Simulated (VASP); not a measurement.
Wanted: the native input for a VASP 6.6.1 run.

* Task: single point
* Functional: PBE
* Potentials or basis: VASP PAW PBE potentials, release 64 (Ti_sv, O)
* Cutoff: 520 eV
* k mesh: 6 × 6 × 10
* Occupations: gaussian, width 0.05 eV
* Spin: no spin polarisation
* Hubbard terms: Ti d U = 4.0 eV
* Dipole correction: no
* Further INCAR settings: ALGO = Normal; EDIFF = 1e-07; NBANDS = 33

The structure of TiO2 lies in POSCAR:

```
TiO2
1.0
    4.2691518190      0.0000000000      0.0000000000
    0.0000000000      4.2691518190      0.0000000000
    0.0000000000      0.0000000000      2.8861283248
Ti O
2 4
Direct
    0.0000000000      0.0000000000      0.0000000000
    0.5000000000      0.5000000000      0.5000000000
    0.3056475955      0.3056475955      0.0000000000
    0.1943524045      0.8056475955      0.5000000000
    0.6943524045      0.6943524045      0.0000000000
    0.8056475955      0.1943524045      0.5000000000
```

This cell differs from its parent crystal: strain -0.080 along x and y, -0.040 along z.

The input as run:

INCAR

```
PREC     = Accurate       # precision mode
ENCUT    = 520            # plane-wave cutoff, eV
EDIFF    = 1E-7           # SCF threshold, eV
ISMEAR   = 0              # smearing method
SIGMA    = 0.05           # smearing width, eV
LREAL    = False          # projectors in reciprocal space
LASPH    = True           # aspherical terms in the spheres
NELM     = 150            # most SCF steps
ALGO     = Normal         # electronic algorithm
ISIF     = 2              # what is computed and relaxed
LWAVE    = False          # write WAVECAR
LCHARG   = False          # write CHGCAR
LMAXMIX  = 4              # l up to which the mixer works
LDAU     = True           # DFT+U
LDAUTYPE = 2            
LDAUL    = 2 -1           # shell
LDAUU    = 4 0            # U, eV
LDAUJ    = 0 0          
LDAUPRINT= 1            
GGA      = PE             # functional
NBANDS   = 33             # bands
```

KPOINTS

```
regular mesh
0
Gamma
  6 6 10
```

Potentials or basis: VASP PAW PBE potentials, release 64 (Ti_sv, O).

Run with:

```bash
$ cat potpaw_PBE.64/Ti_sv/POTCAR potpaw_PBE.64/O/POTCAR > POTCAR
$ mpirun -np 1 vasp_std > vasp.out
```

Results of the run:

```
Pressure               : 76.1 GPa
Largest force          : 0.819 eV/Å
Band gap on the k mesh : 2.84 eV, direct
```

Caveat: the cell differs from its parent crystal (strain -0.080 along x and y, -0.040 along z).

It took 96 s on 1 thread of Intel(R) Xeon(R) Platinum 8488C (Sapphire Rapids) (shared host), peak memory 0.21 GiB.
